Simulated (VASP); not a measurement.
# Y2TaN3 (P4/mmm) in VASP: single point with PBE

Aim: the single point of Y2TaN3 with PBE.

All numbers are computed with VASP 6.6.1; they aren't measurements. Logs are shortened: lines on timing, memory, paths and dates and some standing lists are left out, and cuts for length are marked.

### Step 1. The cell of the first run

It takes space group P4/mmm (No. 123, tetragonal). Conventional cell: a = 3.925 Å, b = 3.925 Å, c = 8.338 Å, α = 90.00°, β = 90.00°, γ = 90.00°. Within 3.0 Å of Y (site symmetry 4/mmm) lie 6 N at 2.27 to 2.78 Å. Within 3.7 Å of Y (site symmetry 4/mmm) lie 4 Ta at 2.78 Å and 8 N at 3.37 Å. Within 2.5 Å of Ta (site symmetry 4/mmm) lie 2 N at 1.90 Å. N (site symmetry 4mm) has 1 Ta at 1.90 Å and 1 Y at 2.27 Å within 2.5 Å. N (site symmetry 4/mmm) has 4 Y at 2.78 Å and 8 N at 3.58 Å within 3.7 Å.

The cell was generated, and may not be a known phase.

### Step 2. Single point, PBE, collinear spin

Input file INCAR:

```
SYSTEM = Y2TaN3
PREC = Accurate
ENCUT = 600
EDIFF = 1E-6
ISMEAR = 0
SIGMA = 0.1
LREAL = .FALSE.
LASPH = .TRUE.
NELM = 200
ALGO = Normal
ISIF = 2
LWAVE = .FALSE.
LCHARG = .FALSE.
ISPIN = 2
MAGMOM = 0 0 0 0 0 1.22
LORBIT = 11
LMAXMIX = 4
GGA = PE
NBANDS = 37
GGA_COMPAT = .FALSE.
KPAR = 4
```

Input file KPOINTS:

```
regular mesh
0
G
  10 10 6
  0 0 0
```

Input file POSCAR:

```
Y2TaN3
1.0
    3.9252806881      0.0000000000      0.0000000000
    0.0000000000      3.9252806881      0.0000000000
    0.0000000000      0.0000000000      8.3382798186
Y Ta N
2 1 3
Direct
    0.0000000000      0.0000000000      0.0000000000
    0.5000000000      0.5000000000      0.5000000000
    0.0000000000      0.0000000000      0.5000000000
    0.0000000000      0.0000000000      0.7283039157
    0.0000000000      0.0000000000      0.2716960843
    0.5000000000      0.5000000000      0.0000000000
```

Potentials or basis: VASP PAW PBE potentials, release 64 (Y_sv, Ta_pv, N).

The run is started by

```console
$ cat potpaw_PBE.64/Y_sv/POTCAR potpaw_PBE.64/Ta_pv/POTCAR potpaw_PBE.64/N/POTCAR > POTCAR
$ mpirun -np 4 vasp_std > vasp.out
```

OUTCAR:

```text
SYSTEM = Y2TaN3
   PREC = Accurate
   ENCUT = 600
   EDIFF = 1E-6
   ISMEAR = 0
   LREAL = .FALSE.
   LASPH = .TRUE.
   NELM = 200
   ISIF = 2
   ISPIN = 2
   LORBIT = 11
   GGA = PE

 ion  position               nearest neighbor table
   1  0.000  0.000  0.000-   4 2.27   5 2.27   6 2.78   6 2.78   6 2.78   6 2.78
   2  0.500  0.500  0.500-   3 2.78   3 2.78   3 2.78   3 2.78
   3  0.000  0.000  0.500-   4 1.90   5 1.90   2 2.78   2 2.78   2 2.78   2 2.78
   4  0.000  0.000  0.728-   3 1.90   1 2.27
   5  0.000  0.000  0.272-   3 1.90   1 2.27
   6  0.500  0.500  0.000-   1 2.78   1 2.78   1 2.78   1 2.78

  LATTYP: Found a simple tetragonal cell.
 ALAT       =     3.9252806881
 C/A-ratio  =     2.1242505903

  Lattice vectors:

 A1 = (   3.9252806881,   0.0000000000,   0.0000000000)
 A2 = (   0.0000000000,   3.9252806881,   0.0000000000)
 A3 = (   0.0000000000,   0.0000000000,   8.3382798186)

Analysis of symmetry for initial positions (statically):
=====================================================================
 Subroutine PRICEL returns:
 Original cell was already a primitive cell.

 Routine SETGRP: Setting up the symmetry group for a
 simple tetragonal supercell.

 Subroutine GETGRP returns: Found 16 space group operations
 (whereof 16 operations were pure point group operations)
 out of a pool of 16 trial point group operations.

The static configuration has the point symmetry D_4h.

Analysis of symmetry for dynamics (positions and initial velocities):
=====================================================================
 Subroutine PRICEL returns:
 Original cell was already a primitive cell.

 Routine SETGRP: Setting up the symmetry group for a
 simple tetragonal supercell.

 Subroutine GETGRP returns: Found 16 space group operations
 (whereof 16 operations were pure point group operations)
 out of a pool of 16 trial point group operations.

The dynamic configuration has the point symmetry D_4h.

Analysis of structural, dynamic, and magnetic symmetry:
=====================================================================
 Subroutine PRICEL returns:
 Original cell was already a primitive cell.

 Routine SETGRP: Setting up the symmetry group for a
 simple tetragonal supercell.

 Subroutine GETGRP returns: Found 16 space group operations
 (whereof 16 operations were pure point group operations)
 out of a pool of 16 trial point group operations.

The overall configuration has the point symmetry D_4h.

 Subroutine INISYM returns: Found 16 space group operations
 (whereof 16 operations are pure point group operations),
 and found     1 'primitive' translations

----------------------------------------------------------------------------------------

                                     Primitive cell

  volume of cell :     128.4748

  direct lattice vectors                    reciprocal lattice vectors
     3.925280688  0.000000000  0.000000000     0.254758852  0.000000000  0.000000000
     0.000000000  3.925280688  0.000000000     0.000000000  0.254758852  0.000000000
     0.000000000  0.000000000  8.338279819     0.000000000  0.000000000  0.119928813

  length of vectors
     3.925280688  3.925280688  8.338279819     0.254758852  0.254758852  0.119928813

  position of ions in fractional coordinates (direct lattice)
     0.000000000  0.000000000  0.000000000
     0.500000000  0.500000000  0.500000000
     0.000000000  0.000000000  0.500000000
     0.000000000  0.000000000  0.728303916
     0.000000000  0.000000000  0.271696084
     0.500000000  0.500000000  0.000000000

  ion indices of the primitive-cell ions
   primitive index   ion index
                 1           1
                 2           2
                 3           3
                 4           4
[... 31 lines left out ...]
  0.000000  0.000000  0.000000      1.000000
  0.100000  0.000000  0.000000      4.000000
  0.200000  0.000000  0.000000      4.000000
  0.300000  0.000000  0.000000      4.000000
  0.400000  0.000000  0.000000      4.000000
  0.500000  0.000000  0.000000      2.000000
[... 16 lines left out ...]
  0.100000  0.000000  0.166667      8.000000
  0.200000  0.000000  0.166667      8.000000
 [... further k-points ...]
   k-points           NKPTS =     84   k-points in BZ     NKDIM =     84   number of bands    NBANDS=     37
   number of dos      NEDOS =    301   number of ions     NIONS =      6
   total plane-waves  NPLWV =  71680
   dimension x,y,z NGX =    32 NGY =   32 NGZ =   70
   dimension x,y,z NGXF=    64 NGYF=   64 NGZF=  140
   ions per type =               2   1   3
   NGX,Y,Z   is equivalent  to a cutoff of  13.55, 13.55, 13.96 a.u.
   NGXF,Y,Z  is equivalent  to a cutoff of  27.11, 27.11, 27.91 a.u.
 SYSTEM =  Y2TaN3
   PREC   = accura    normal or accurate (medium, high low for compatibility)
   ISTART =      0    job   : 0-new  1-cont  2-samecut
   ICHARG =      2    charge: 1-file 2-atom 10-const
   ISPIN  =      2    spin polarized calculation?
   LNONCOLLINEAR =      F non collinear calculations
   LSORBIT =      F    spin-orbit coupling
   LASPH  =      T    aspherical Exc in radial PAW
   ENCUT  =  600.0 eV  44.10 Ry    6.64 a.u.   7.84  7.84 16.65*2*pi/ulx,y,z
   NELM   =    200;   NELMIN=  2; NELMDL= -5     # of ELM steps
   EDIFF  = 0.1E-05   stopping-criterion for ELM
   LREAL  =      F    real-space projection
   EDIFFG = 0.1E-04   stopping-criterion for IOM
   NSW    =      0    number of steps for IOM
   IBRION =     -1    ionic relax: 0-MD 1-quasi-New 2-CG
   NFREE  =      0    steps in history (QN), initial steepest desc. (CG)
   ISIF   =      2    stress and relaxation
   ISYM   =      2    0-nonsym 1-usesym 2-fastsym
   POTIM  = 0.5000    time-step for ionic-motion
   TEBEG  =    0.0;   TEEND  =   0.0 temperature during run
   PSTRESS=    0.0 pullay stress
   NELECT =      48.0000    total number of electrons
   NUPDOWN=      -1.0000    fix difference up-down
   EMIN   =  10.00;   EMAX   =-10.00  energy-range for DOS
   EFERMI =   0.00;   METHOD = LEGACY
   ISMEAR =     0;   SIGMA  =   0.10  broadening in eV -4-tet -1-fermi 0-gaus
   EFERMI_NEDOS =   21; number of points for ismear=-14 and -15
   IALGO  =     38    algorithm
   IMIX   =      4    mixing-type and parameters
     AMIX     =   0.40;   BMIX     =  1.00
     AMIX_MAG =   1.60;   BMIX_MAG =  1.00
  volume/ion in A,a.u.               =      21.41       144.50
  Fermi-wavevector in a.u.,A,eV,Ry     =   1.179096  2.228169 18.915746  1.390268
  Thomas-Fermi vector in A             =   2.315413
   LORBIT       =     11    0 simple, 1 ext, 2 COOP (PROOUT), +10 PAW based schemes
   GGA     = PE    functional components
   LHFCALC =     F    Hartree Fock is set to
   AEXX    =    0.0000 exact exchange contribution
   IVDW    =     0    specifies the selected vdW correction
   LEPSILON=     F    determine dielectric tensor
   LRPA    =     F    only Hartree local field effects (RPA)
 spin polarized calculation
 Gauss-broadening in eV      SIGMA  =   0.10
  energy-cutoff  :      600.00
  volume of cell :      128.47
 maximum number of plane-waves:      4316
 NGX is ok and might be reduce to    32
   NGX = 15   NGY = 15   NGZ = 33

 number of electron      47.9999998 magnetization       0.7426830

 Free energy of the ion-electron system (eV)
  ---------------------------------------------------
  ext. energy  EPLUGINS =         0.00000000
  ---------------------------------------------------
  free energy    TOTEN  =       -46.49069771 eV

  energy without entropy =      -46.47376259  energy(sigma->0) =      -46.48223015

 E-fermi :   1.4493     XC(G=0):  -9.2107

 val. band max:        1.4420621200   @ k =   0.5000   0.4000   0.0000
 cond. band min:       1.4609279851   @ k =   0.5000   0.5000   0.0000
 fundamental gap:      0.0188658651
 Fermi energy:         1.4492702428

 spin component 1

 k-point     1 :       0.0000    0.0000    0.0000
  band No.  band energies     occupation
      1     -41.0100      1.00000
      2     -40.1064      1.00000
      3     -32.2680      1.00000
      4     -32.2680      1.00000
      5     -32.0603      1.00000
      6     -21.1105      1.00000
[... 925 lines left out ...]
     35       7.2471      0.00000
     36       7.5444      0.00000

 [... further k-points ...]

 spin component 2

 k-point     1 :       0.0000    0.0000    0.0000
  band No.  band energies     occupation
      1     -41.0158      1.00000
      2     -40.1397      1.00000
      3     -32.2740      1.00000
      4     -32.2740      1.00000
      5     -32.0800      1.00000
      6     -21.1192      1.00000
[... 925 lines left out ...]
     35       7.4030      0.00000
     36       7.5916      0.00000

 [... further k-points ...]

 [bands above 36 left out]

------------------------ aborting loop because EDIFF is reached ----------------------------------------

  FORCE on cell =-STRESS in cart. coord.  units (eV):
  Direction    XX          YY          ZZ          XY          YZ          ZX
  --------------------------------------------------------------------------------------
  -------------------------------------------------------------------------------------
  Total       -0.0927199     -0.0927199      0.2868350      0.0000000      0.0000000     -0.0000000
  in kB       -1.1562869     -1.1562869      3.5770480      0.0000000      0.0000000     -0.0000000
  external PRESSURE =       0.4214914 kB  Pullay stress =       0.0000000 kB

 VOLUME and BASIS-vectors are now :
 -----------------------------------------------------------------------------
  energy-cutoff  :      600.00
  volume of cell :      128.47
      direct lattice vectors                 reciprocal lattice vectors
     3.925280688  0.000000000  0.000000000     0.254758852  0.000000000  0.000000000
     0.000000000  3.925280688  0.000000000     0.000000000  0.254758852  0.000000000
     0.000000000  0.000000000  8.338279819     0.000000000  0.000000000  0.119928813

 POSITION                                       TOTAL-FORCE (eV/Angst)
 -----------------------------------------------------------------------------------
      0.00000      0.00000      0.00000        -0.000000      0.000000      0.000000
      1.96264      1.96264      4.16914        -0.000000      0.000000      0.000000
      0.00000      0.00000      4.16914        -0.000000      0.000000      0.000000
      0.00000      0.00000      6.07280         0.000000      0.000000      0.114820
      0.00000      0.00000      2.26548        -0.000000     -0.000000     -0.114820
      1.96264      1.96264      0.00000        -0.000000      0.000000      0.000000
 -----------------------------------------------------------------------------------
    total drift:                                0.000000     -0.000000     -0.000000

  FREE ENERGIE OF THE ION-ELECTRON SYSTEM (eV)
  ---------------------------------------------------
  free  energy   TOTEN  =       -46.4906977069 eV

  energy  without entropy=      -46.4737625908  energy(sigma->0) =      -46.48223015

 total charge

# of ion       s       p       d       f       tot
--------------------------------------------------
    1        2.174   6.328   0.816   0.070   9.388
    2        2.266   6.236   1.223   0.037   9.762
    3        0.458   6.232   2.585   0.000   9.275
    4        1.298   2.304   0.000   0.000   3.603
    5        1.298   2.304   0.000   0.000   3.603
    6        1.283   2.135   0.000   0.000   3.418
--------------------------------------------------
tot          8.777  25.541   4.623   0.107  39.049

 magnetization (x)

# of ion       s       p       d       f       tot
--------------------------------------------------
    1       -0.008  -0.058  -0.030  -0.003  -0.099
    2       -0.001   0.000  -0.012  -0.001  -0.014
    3       -0.001  -0.035   0.008   0.000  -0.028
    4       -0.003  -0.131   0.000   0.000  -0.133
    5       -0.003  -0.131   0.000   0.000  -0.133
    6        0.022   0.729   0.000   0.000   0.751
--------------------------------------------------
tot          0.007   0.375  -0.035  -0.003   0.343
```

It took 6.7 min on 4 MPI ranks of Intel Xeon Platinum 8259CL at 2.50GHz (Skylake/Cascade Lake), shared host; peak memory 0.86 GiB.

What came out:

* Free energy: -46.4907 eV
* Pressure: 0.0 GPa
* Largest force: 0.115 eV/Å
* Net moment: 0.74 μB per cell
* Site moments: Y -0.10, -0.01; Ta -0.03; N -0.13, +0.75 (each value once) μB
* Valence electrons inside the program's atomic spheres: Y 9.39, 9.76; Ta 9.28; N 3.60, 3.42 (each value once)

Forces in eV/Å, atoms in the order of the input:
```
Y    0.000  0.000  0.000
Y    0.000  0.000  0.000
Ta   0.000  0.000  0.000
N    0.000  0.000  0.115
N    0.000  0.000 -0.115
N    0.000  0.000  0.000
```

Caveat: spin-orbit coupling is left out, which moves the levels of the heavy elements.
